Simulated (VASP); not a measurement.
Tb3YPb: single point with PBE

Crystal: Tb3YPb.

```
CELL_PARAMETERS angstrom
4.47887 0.00000 0.00000
0.00000 4.47887 0.00000
0.00000 0.00000 8.21917
ATOMIC_POSITIONS crystal
Tb 0.00000 0.50000 0.67755
Tb 0.00000 0.00000 0.33482
Tb 0.50000 0.00000 0.67755
Y 0.50000 0.50000 0.07889
Pb 0.00000 0.00000 0.96746
```

The cell was generated, and may not be a known phase.

```
Program                : VASP 6.6.1
Task                   : single point
Functional             : PBE
Potentials or basis    : VASP PAW PBE potentials, release 64 (Tb_3, Y_sv, Pb_d), 4f in core
Cutoff                 : 500 eV
k mesh                 : 8 × 8 × 4
Occupations            : gaussian, width 0.1 eV
Spin                   : no spin polarisation
Dipole correction      : no
Further INCAR settings : ALGO = Normal; EDIFF = 1e-06; NBANDS = 34
```

```
Pressure               : 0.1 GPa
Largest force          : 0.026 eV/Å
Band gap on the k mesh : zero (bands 26 and 27 overlap by 0.53 eV)
```

Forces on the atoms (eV/Å):
```
Tb   0.000  0.000  0.002
Tb   0.000  0.000 -0.026
Tb   0.000  0.000  0.002
Y    0.000  0.000  0.001
Pb   0.000  0.000  0.020
```

Levels at points of the mesh, in eV from the Fermi level:
```tsv
k point	band 22	band 23	band 24	band 25	band 26	band 27	band 28	band 29	band 30	band 31
(0.00, 0.00, 0.00)	-1.70	-0.79	-0.79	-0.58	-0.50	-0.39	1.31	1.31	1.47	1.55
(0.50, 0.00, 0.00)	-1.31	-1.13	-0.99	-0.19	-0.09	0.72	0.73	1.10	1.40	1.48
(0.50, 0.50, 0.00)	-2.16	-1.03	-0.64	-0.56	-0.56	0.31	0.31	0.53	1.01	1.01
(0.00, 0.00, 0.50)	-1.89	-0.58	-0.58	-0.38	-0.36	-0.26	0.86	0.87	0.87	1.01
(0.50, 0.00, 0.50)	-1.16	-0.85	-0.66	-0.33	-0.09	0.83	0.90	1.02	1.65	1.77
(0.50, 0.50, 0.50)	-1.51	-1.51	-0.46	-0.25	-0.25	0.13	0.13	0.40	1.12	1.12
```

Run time: 2.7 min on 1 thread of AMD EPYC 9R45 96-Core Processor (Zen 5) (shared host), peak memory 0.41 GiB.

Caveat: spin-orbit coupling is left out, which moves the levels of the heavy elements; the 4f electrons are frozen in the core, so they carry no moment and show no levels. Spin polarisation is off, so any magnetic state and its effect on volume and gap are missing.
